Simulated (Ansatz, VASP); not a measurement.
GeN in VASP and in Ansatz

```xyz
4
Lattice="2.7884 -4.3340 0.0000 2.7884 4.3340 0.0000 0.0000 0.0000 3.0659" Properties=species:S:1:pos:R:3 pbc="T T T"
Ge    2.7884    2.4537    0.0000
Ge    2.7884   -2.4537    0.0000
N     2.7884    3.6679    1.5329
N     2.7884   -3.6679    1.5329
```

Alike in both runs: functional PBE; k mesh 10 × 10 × 16; occupations gaussian, width 0.1 eV; no spin polarisation.

Ansatz relaxed the structure, and its values are those at the end. VASP's run is a single point on that final structure, the one shown.

|  | VASP | Ansatz |
| --- | --- | --- |
| version | VASP 6.6.1 | Ansatz 0.2.0 |
| potentials or method | VASP PAW PBE potentials, release 64 (Ge_d, N), cutoff 520 eV | scalar-relativistic, plane waves, PAW |
| valence electrons in the cell | 38 | 38 |

Ansatz gave:

```
gap on the k mesh at the Fermi level (eV) : none
pressure (GPa)                            : 0.0
rms of the force components (eV/Å)        : 0.001
```

Q: What did VASP give for the same quantities?

A: gap on the k mesh at the Fermi level (eV): none; pressure (GPa): -0.1; rms of the force components (eV/Å): 0.038.

A gap of «none» marks a metal or a gap that the smearing closes. With one functional, cell and mesh, what is left measures potentials, basis and numerics.
